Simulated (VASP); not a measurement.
# Si3C (P4/mmm) in VASP: further runs, part 2 of 2

VASP 6.6.1. The steps go on from the part before.

**5. Single point, PBE**

This run uses another cell than the first one, of 11.63 Å³/atom, 0.934 times its volume.

INCAR reads:

```
SYSTEM = Si3C
  PREC = Accurate
  ENCUT = 520
  EDIFF = 1E-7
  ISMEAR = 0
  SIGMA = 0.1
  LREAL = .FALSE.
  LASPH = .TRUE.
  NELM = 80
  ALGO = Normal
  ISIF = 2
  LWAVE = .FALSE.
  LCHARG = .TRUE.
  GGA = PE
  LELF = .TRUE.
  LVHAR = .TRUE.
  NBANDS = 16
```

KPOINTS reads:

```
regular mesh
0
G
  18 18 8
  0 0 0
```

POSCAR reads:

```
Si3C
1.0
    2.7505193549      0.0000000000      0.0000000000
    0.0000000000      2.7505193549      0.0000000000
    0.0000000000      0.0000000000      6.1513006079
Si C
3 1
Direct
    0.0000000000      0.0000000000      0.8087788603
    0.5000000000      0.5000000000      0.5000000000
    0.0000000000      0.0000000000      0.1912211397
    0.5000000000      0.5000000000      0.0000000000
```

Potentials or basis: VASP PAW PBE potentials, release 64 (Si, C).

On the command line:

```console
$ cat potpaw_PBE.64/Si/POTCAR potpaw_PBE.64/C/POTCAR > POTCAR
$ mpirun -np 1 vasp_std > vasp.out
```

OUTCAR:

```text
SYSTEM = Si3C
   PREC = Accurate
   ENCUT = 520
   EDIFF = 1E-7
   ISMEAR = 0
   LREAL = .FALSE.
   LASPH = .TRUE.
   NELM = 80
   ISIF = 2
   GGA = PE

 ion  position               nearest neighbor table
   1  0.000  0.000  0.809-   4 2.27   4 2.27   4 2.27   4 2.27   3 2.35   2 2.72   2 2.72   2 2.72
                             2 2.72
   2  0.500  0.500  0.500-   1 2.72   3 2.72   1 2.72   3 2.72   1 2.72   3 2.72   1 2.72   3 2.72

   3  0.000  0.000  0.191-   4 2.27   4 2.27   4 2.27   4 2.27   1 2.35   2 2.72   2 2.72   2 2.72
                             2 2.72
   4  0.500  0.500  0.000-   1 2.27   3 2.27   1 2.27   3 2.27   1 2.27   3 2.27   1 2.27   3 2.27

  LATTYP: Found a simple tetragonal cell.
 ALAT       =     2.7505193549
 C/A-ratio  =     2.2364142237

  Lattice vectors:

 A1 = (   2.7505193549,   0.0000000000,   0.0000000000)
 A2 = (   0.0000000000,   2.7505193549,   0.0000000000)
 A3 = (   0.0000000000,   0.0000000000,   6.1513006079)

Analysis of symmetry for initial positions (statically):
=====================================================================
 Subroutine PRICEL returns:
 Original cell was already a primitive cell.

 Routine SETGRP: Setting up the symmetry group for a
 simple tetragonal supercell.

 Subroutine GETGRP returns: Found 16 space group operations
 (whereof 16 operations were pure point group operations)
 out of a pool of 16 trial point group operations.

The static configuration has the point symmetry D_4h.

Analysis of symmetry for dynamics (positions and initial velocities):
=====================================================================
 Subroutine PRICEL returns:
 Original cell was already a primitive cell.

 Routine SETGRP: Setting up the symmetry group for a
 simple tetragonal supercell.

 Subroutine GETGRP returns: Found 16 space group operations
 (whereof 16 operations were pure point group operations)
 out of a pool of 16 trial point group operations.

The dynamic configuration has the point symmetry D_4h.

 Subroutine INISYM returns: Found 16 space group operations
 (whereof 16 operations are pure point group operations),
 and found     1 'primitive' translations

----------------------------------------------------------------------------------------

                                     Primitive cell

  volume of cell :      46.5368

  direct lattice vectors                    reciprocal lattice vectors
     2.750519355  0.000000000  0.000000000     0.363567702  0.000000000  0.000000000
     0.000000000  2.750519355  0.000000000     0.000000000  0.363567702  0.000000000
     0.000000000  0.000000000  6.151300608     0.000000000  0.000000000  0.162567246

  length of vectors
     2.750519355  2.750519355  6.151300608     0.363567702  0.363567702  0.162567246

  position of ions in fractional coordinates (direct lattice)
     0.000000000  0.000000000  0.808778860
     0.500000000  0.500000000  0.500000000
     0.000000000  0.000000000  0.191221140
     0.500000000  0.500000000  0.000000000

  ion indices of the primitive-cell ions
   primitive index   ion index
                 1           1
                 2           2
                 3           3
                 4           4

----------------------------------------------------------------------------------------

 KPOINTS: regular mesh

Automatic generation of k-mesh.
 Grid dimensions read from file:
 generate k-points for:   18   18    8

 Generating k-lattice:

  Cartesian coordinates                     Fractional coordinates (reciprocal lattice)
     0.020198206  0.000000000  0.000000000     0.055555556  0.000000000  0.000000000
     0.000000000  0.020198206  0.000000000     0.000000000  0.055555556  0.000000000
     0.000000000  0.000000000  0.020320906     0.000000000  0.000000000  0.125000000

  Length of vectors
     0.020198206  0.020198206  0.020320906

  Shift w.r.t. Gamma in fractional coordinates (k-lattice)
     0.000000000  0.000000000  0.000000000

 Subroutine IBZKPT returns following result:
 ===========================================

[... 33 lines left out ...]
   LREAL  =      F    real-space projection
   EDIFFG = 0.1E-05   stopping-criterion for IOM
   NSW    =      0    number of steps for IOM
   IBRION =     -1    ionic relax: 0-MD 1-quasi-New 2-CG
   NFREE  =      0    steps in history (QN), initial steepest desc. (CG)
   ISIF   =      2    stress and relaxation
   ISYM   =      2    0-nonsym 1-usesym 2-fastsym
   POTIM  = 0.5000    time-step for ionic-motion
   TEBEG  =    0.0;   TEEND  =   0.0 temperature during run
   PSTRESS=    0.0 pullay stress
   NELECT =      16.0000    total number of electrons
   NUPDOWN=      -1.0000    fix difference up-down
   EMIN   =  10.00;   EMAX   =-10.00  energy-range for DOS
   EFERMI =   0.00;   METHOD = LEGACY
   ISMEAR =     0;   SIGMA  =   0.10  broadening in eV -4-tet -1-fermi 0-gaus
   EFERMI_NEDOS =   21; number of points for ismear=-14 and -15
   IALGO  =     38    algorithm
   IMIX   =      4    mixing-type and parameters
     AMIX     =   0.40;   BMIX     =  1.00
     AMIX_MAG =   1.60;   BMIX_MAG =  1.00
  volume/ion in A,a.u.               =      11.63        78.51
  Fermi-wavevector in a.u.,A,eV,Ry     =   1.146875  2.167279 17.896042  1.315322
  Thomas-Fermi vector in A             =   2.283557
   LORBIT       =      0    0 simple, 1 ext, 2 COOP (PROOUT), +10 PAW based schemes
   GGA     = PE    functional components
   LHFCALC =     F    Hartree Fock is set to
   AEXX    =    0.0000 exact exchange contribution
   IVDW    =     0    specifies the selected vdW correction
   LEPSILON=     F    determine dielectric tensor
   LRPA    =     F    only Hartree local field effects (RPA)
 non-spin polarized calculation
 Gauss-broadening in eV      SIGMA  =   0.10
  energy-cutoff  :      520.00
  volume of cell :       46.54
 maximum number of plane-waves:      1276
   NGX = 11   NGY = 11   NGZ = 23

 number of electron      15.9999999 magnetization

 Free energy of the ion-electron system (eV)
  ---------------------------------------------------
  ext. energy  EPLUGINS =         0.00000000
  ---------------------------------------------------
  free energy    TOTEN  =       -21.04074304 eV

  energy without entropy =      -21.03477807  energy(sigma->0) =      -21.03776055

 E-fermi :  10.8176     XC(G=0): -11.7305

 val. band max:       10.8003160542   @ k =   0.3889   0.2222   0.5000
 cond. band min:      10.8308382824   @ k =   0.2778   0.2222   0.0000
 fundamental gap:      0.0305222282
 Fermi energy:        10.8176339465

 k-point     1 :       0.0000    0.0000    0.0000
  band No.  band energies     occupation
      1      -5.7183      2.00000
      2      -1.3762      2.00000
      3      -0.7575      2.00000
      4       8.3841      2.00000
      5       9.4406      2.00000
      6       9.4406      2.00000
[... 433 lines left out ...]
      3       1.5450      2.00000
      4       2.3962      2.00000
      5       6.8988      2.00000
      6       7.5400      2.00000
[... 8 lines left out ...]
     15      18.9087      0.00000
     16      20.2313      0.00000

 [... further k-points ...]
[... 5 lines left out ...]
  --------------------------------------------------------------------------------------
  -------------------------------------------------------------------------------------
  Total        0.0122738      0.0122738     -0.0160026      0.0000000      0.0000000      0.0000000
  in kB        0.4225632      0.4225632     -0.5509409      0.0000000      0.0000000      0.0000000
  external PRESSURE =       0.0980619 kB  Pullay stress =       0.0000000 kB

 VOLUME and BASIS-vectors are now :
 -----------------------------------------------------------------------------
  energy-cutoff  :      520.00
  volume of cell :       46.54
      direct lattice vectors                 reciprocal lattice vectors
     2.750519355  0.000000000  0.000000000     0.363567702  0.000000000  0.000000000
     0.000000000  2.750519355  0.000000000     0.000000000  0.363567702  0.000000000
     0.000000000  0.000000000  6.151300608     0.000000000  0.000000000  0.162567246

 POSITION                                       TOTAL-FORCE (eV/Angst)
 -----------------------------------------------------------------------------------
      0.00000      0.00000      4.97504         0.000000      0.000000      0.002669
      1.37526      1.37526      3.07565         0.000000     -0.000000      0.000000
      0.00000      0.00000      1.17626        -0.000000      0.000000     -0.002669
      1.37526      1.37526      0.00000         0.000000     -0.000000      0.000000
 -----------------------------------------------------------------------------------
    total drift:                                0.000000     -0.000000     -0.000000

  FREE ENERGIE OF THE ION-ELECTRON SYSTEM (eV)
  ---------------------------------------------------
  free  energy   TOTEN  =       -21.0407430362 eV

  energy  without entropy=      -21.0347780724  energy(sigma->0) =      -21.03776055
```

OSZICAR:

```text
N       E                     dE             d eps       ncg     rms          rms(c)
DAV:   1     0.220979490890E+02    0.22098E+02   -0.65819E+03  8800   0.872E+02
DAV:   2    -0.202617128211E+02   -0.42360E+02   -0.38655E+02 12224   0.133E+02
DAV:   3    -0.219770371397E+02   -0.17153E+01   -0.17004E+01 11344   0.238E+01
DAV:   4    -0.219865442443E+02   -0.95071E-02   -0.95051E-02 10776   0.218E+00
DAV:   5    -0.219866186317E+02   -0.74387E-04   -0.74375E-04 11544   0.167E-01    0.714E+00
DAV:   6    -0.211757010308E+02    0.81092E+00   -0.29767E+00 10928   0.116E+01    0.389E+00
DAV:   7    -0.210523853400E+02    0.12332E+00   -0.72576E-01 10784   0.517E+00    0.232E+00
DAV:   8    -0.210422996272E+02    0.10086E-01   -0.77599E-02  9776   0.168E+00    0.535E-01
DAV:   9    -0.210408357918E+02    0.14638E-02   -0.30667E-03 11648   0.324E-01    0.192E-01
DAV:  10    -0.210407519525E+02    0.83839E-04   -0.40575E-04 10584   0.121E-01    0.551E-02
DAV:  11    -0.210407444609E+02    0.74916E-05   -0.44304E-05 10368   0.432E-02    0.838E-03
DAV:  12    -0.210407433665E+02    0.10944E-05   -0.48511E-06 11128   0.137E-02    0.470E-03
DAV:  13    -0.210407431997E+02    0.16683E-06   -0.62325E-07 10904   0.465E-03    0.170E-03
DAV:  14    -0.210407430833E+02    0.11639E-06   -0.56518E-08  5936   0.142E-03    0.890E-04
DAV:  15    -0.210407430362E+02    0.47083E-07   -0.10944E-08  5344   0.615E-04
   1 F= -.21040743E+02 E0= -.21037761E+02  d E =-.596496E-02
```

stdout:

```text
POSCAR found type information on POSCAR SiC
 POSCAR found :  2 types and       4 ions
 scaLAPACK will be used
 LDA part: xc-table for (Slater+PW92), standard interpolation
 POSCAR, INCAR and KPOINTS ok, starting setup
 FFT: planning ... GRIDC
 FFT: planning ... GRID_SOFT
 FFT: planning ... GRID
 WAVECAR not read
 entering main loop
```

Run time: 4.5 min. Hardware: 1 thread of AMD EPYC 7R13 (Zen 3), shared host; peak memory 0.24 GiB.

Results:

| Property | Result |
| --- | --- |
| Free energy | -21.0407 eV |
| Pressure | 0.0 GPa |
| Band gap on the k mesh | zero (band 8 reaches 14.30 eV, above the bottom of band 9 at 8.23 eV) |

Forces on the atoms (eV/Å):
```
Si   0.000  0.000  0.003
Si   0.000  0.000  0.000
Si   0.000  0.000 -0.003
C    0.000  0.000  0.000
```

**6. Relaxation of cell and atoms, PBE**

This run uses another cell than the first one, of 11.63 Å³/atom, 0.934 times its volume.

INCAR reads:

```
ALGO     = Normal         # electronic algorithm
EDIFF    = 1E-7           # SCF threshold, eV
EDIFFG   = -0.01          # ionic threshold
ENCUT    = 600            # plane-wave cutoff, eV
GGA      = PE             # functional
IBRION   = 2              # ionic algorithm
ISIF     = 3              # what is computed and relaxed
ISMEAR   = 0              # smearing method
LASPH    = T              # aspherical terms in the spheres
LCHARG   = F              # write CHGCAR
LREAL    = F              # projectors in reciprocal space
LWAVE    = F              # write WAVECAR
NELM     = 60             # most SCF steps
NSW      = 100            # ionic steps
PREC     = Accurate       # precision mode
SIGMA    = 0.1            # smearing width, eV
```

KPOINTS reads:

```
k-points
0
Gamma
  16 16 8
```

POSCAR is that of step 5.

Potentials or basis: VASP PAW PBE potentials, release 64 (Si, C).

On the command line:

```console
$ cat potpaw_PBE.64/Si/POTCAR potpaw_PBE.64/C/POTCAR > POTCAR
$ mpirun -np 1 vasp_std > vasp.out
```

Wall time 7.2 min (1 thread of AMD EPYC 7R13 (Zen 3), shared host); peak memory 0.24 GiB.

The run converged. Its results:

```yaml
Free_energy: -21.0457 eV
Relaxed_volume: 11.62 Å³/atom
Relaxed_cell: a = 2.746 Å, b = 2.746 Å, c = 6.164 Å, α = 90.00°, β = 90.00°, γ = 90.00°
Space_group_after_relaxing_to_0.05_Å: P4/mmm (No. 123)
Energy_gained_by_relaxing: 0.3 meV/atom
Ionic_steps: 4
Pressure_after_relaxing: 0.0 GPa
```

Step by step:
```
step  energy change (eV)  largest force (eV/Å)  pressure (GPa)  volume (Å³)
   1              0.0000                0.1215            0.02        46.54
   2             -0.0010                0.0258           -0.21        46.55
   3             -0.0010                0.0015           -0.17        46.55
   4             -0.0010                0.0012            0.03        46.47
```

Final structure:
```
Si C
1.0
     2.74569    0.00000    0.00000
     0.00000    2.74569    0.00000
     0.00000    0.00000    6.16360
Si C
3 1
Direct
  0.00000 0.00000 0.80795
  0.50000 0.50000 0.50000
  0.00000 0.00000 0.19205
  0.50000 0.50000 0.00000
```

Levels at points of the mesh, in eV from the Fermi level:
```
           k point  band 6  band 7  band 8  band 9  band 10  band 11
(0.00, 0.00, 0.00)   -1.37   -0.71    1.67    4.05     4.38     4.38
(0.50, 0.00, 0.00)   -6.63    0.63    0.65    3.32     3.51     3.82
(0.50, 0.50, 0.00)   -3.40   -3.36   -3.33   -2.35    -2.35    -2.02
(0.00, 0.00, 0.50)   -1.33    1.42    3.44    3.59     3.59     4.97
(0.50, 0.00, 0.50)   -3.29   -3.26   -1.62    0.64     5.85     6.34
(0.50, 0.50, 0.50)   -4.79   -4.78   -3.73   -0.59     1.11     1.19
```

Caveat: the bands computed are all filled at some k points, so no gap is given.

**7. Relaxation of cell and atoms, PBE**

This run uses another cell than the first one, of 12.49 Å³/atom, 1.003 times its volume.

INCAR reads:

```
ALGO = Normal ; EDIFF = 1E-7
EDIFFG = -0.01 ; ENCUT = 600
GGA = PE ; IBRION = 2
ISIF = 3 ; ISMEAR = 0
LASPH = T ; LCHARG = F
LREAL = F ; LWAVE = F
NELM = 60 ; NSW = 100
PREC = Accurate ; SIGMA = 0.1
```

KPOINTS reads:

```
k-points
0
Gamma
  18 18 8
```

POSCAR reads:

```
Si3C
1.0
    2.6511745210      0.0000000000      0.0000000000
    0.0000000000      2.6511745210      0.0000000000
    0.0000000000      0.0000000000      7.1068134602
Si C
3 1
Direct
    0.0000000000      0.0000000000      0.8318094066
    0.5000000000      0.5000000000      0.5000000000
    0.0000000000      0.0000000000      0.1681905934
    0.5000000000      0.5000000000      0.0000000000
```

On the command line:

```console
$ cat potpaw_PBE.64/Si/POTCAR potpaw_PBE.64/C/POTCAR > POTCAR
$ mpirun -np 1 vasp_std > vasp.out
```

Wall time 49 min (1 thread of Oxide Virtual Turin-like, shared host); peak memory 0.3 GiB.

Results (log left out):

```
Free energy                            : -21.0424 eV
Relaxed volume                         : 11.63 Å³/atom
Relaxed cell                           : a = 2.749 Å, b = 2.749 Å, c = 6.153 Å, α = 90.00°, β = 90.00°, γ = 90.00°
Space group after relaxing (to 0.05 Å) : P4/mmm (No. 123)
Energy gained by relaxing              : 37.7 meV/atom
Ionic steps                            : 22
Pressure after relaxing                : 0.1 GPa
```

Stress tensor (GPa, compression positive):
```
 0.11  0.00  0.00
 0.00  0.11  0.00
 0.00  0.00 -0.07
```

Step by step:
```
step  energy change (eV)  largest force (eV/Å)  pressure (GPa)  volume (Å³)
   1              0.0000                0.1377           -0.10        49.95
   2             -0.0137                0.1348           -0.49        49.89
   3             -0.0419                0.3275           -1.17        49.73
   4             -0.0710                0.5930           -2.17        49.31
   5             -0.0155                1.4387           -1.52        48.08
   6             -0.0686                0.9648           -2.10        49.00
   7             -0.0709                0.8707           -2.09        49.12
   8             -0.0737                0.8616           -2.12        49.07
   9             -0.0811                0.8347           -2.19        48.92
  10             -0.0940                0.7633           -2.41        48.62
  11             -0.1123                0.5792           -2.51        47.99
  12             -0.1133                0.4906           -2.41        47.79
  13             -0.1242                0.4224           -2.11        47.61
  14             -0.1473                0.1422           -1.13        47.06
  15             -0.1333                0.2505            1.49        45.94
  16             -0.1500                0.0612           -0.26        46.64
  17             -0.1505                0.0219           -0.50        46.75
  18             -0.1505                0.0134           -0.54        46.77
  19             -0.1508                0.0050           -0.32        46.69
  20             -0.1509                0.0324            0.00        46.56
  21             -0.1509                0.0241            0.01        46.55
  22             -0.1510                0.0011            0.05        46.51
```

Final structure:
```
Si C
1.0
     2.74948    0.00000    0.00000
     0.00000    2.74948    0.00000
     0.00000    0.00000    6.15287
Si C
3 1
Direct
  0.00000 0.00000 0.80884
  0.50000 0.50000 0.50000
  0.00000 0.00000 0.19116
  0.50000 0.50000 0.00000
```

Levels at points of the mesh, in eV from the Fermi level:
| k point | band 5 | band 6 | band 7 | band 8 | band 9 | band 10 | band 11 | band 12 |
| --- | --- | --- | --- | --- | --- | --- | --- | --- |
| (0.00, 0.00, 0.00) | -1.38 | -1.38 | -0.64 | 1.62 | 4.05 | 4.38 | 4.38 | 6.59 |
| (0.50, 0.00, 0.00) | -7.24 | -6.59 | 0.62 | 0.71 | 3.38 | 3.56 | 3.92 | 5.79 |
| (0.50, 0.50, 0.00) | -3.38 | -3.38 | -3.34 | -3.33 | -2.31 | -2.31 | -2.01 | -1.64 |
| (0.00, 0.00, 0.50) | -1.34 | -1.34 | 1.37 | 3.48 | 3.59 | 3.59 | 4.97 | 5.02 |
| (0.50, 0.00, 0.50) | -3.88 | -3.25 | -3.21 | -1.56 | 0.64 | 5.81 | 6.65 | 6.75 |
| (0.50, 0.50, 0.50) | -4.78 | -4.76 | -4.76 | -3.71 | -0.57 | 1.12 | 1.72 | 1.72 |

Caveat: the bands computed are all filled at some k points, so no gap is given.

**8. Overview**

| task | spin | cell | k mesh | cutoff (eV) | gap on the mesh (eV) | pressure (GPa) | relaxed volume (Å³/atom) | largest force (eV/Å) |
| --- | --- | --- | --- | --- | --- | --- | --- | --- |
| relaxation of cell and atoms | off | relaxed from a = 2.652, b = 2.652, c = 7.082 Å, 4 atoms | 6 × 6 × 4 | 600 | - | 0.1 | 12.48 | 0.02 |
| single point | collinear, ferromagnetic start | a = 2.651, b = 2.651, c = 7.107 Å, 4 atoms | 6 × 6 × 4 | 520 | none | 0.0 | - | 0.02 |
| single point | off | a = 2.746, b = 2.746, c = 6.166 Å, 4 atoms | 16 × 16 × 8 | 520 | none | 0.0 | - | - |
| single point | off | a = 2.751, b = 2.751, c = 6.151 Å, 4 atoms | 18 × 18 × 8 | 520 | none | 0.0 | - | - |
| relaxation of cell and atoms | off | relaxed from a = 2.751, b = 2.751, c = 6.151 Å, 4 atoms | 16 × 16 × 8 | 600 | - | 0.0 | 11.62 | - |
| relaxation of cell and atoms | off | relaxed from a = 2.651, b = 2.651, c = 7.107 Å, 4 atoms | 18 × 18 × 8 | 600 | - | 0.1 | 11.63 | - |

Alike in all rows: level PBE; potentials or basis VASP PAW PBE potentials, release 64 (Si, C); smearing gaussian 0.1 eV.

Caveats: some runs use coarse meshes; the bands computed are all filled at some k points, so no gap is given (some runs).

Total energies depend on the potentials used, so only differences within one code and one set of settings carry meaning.
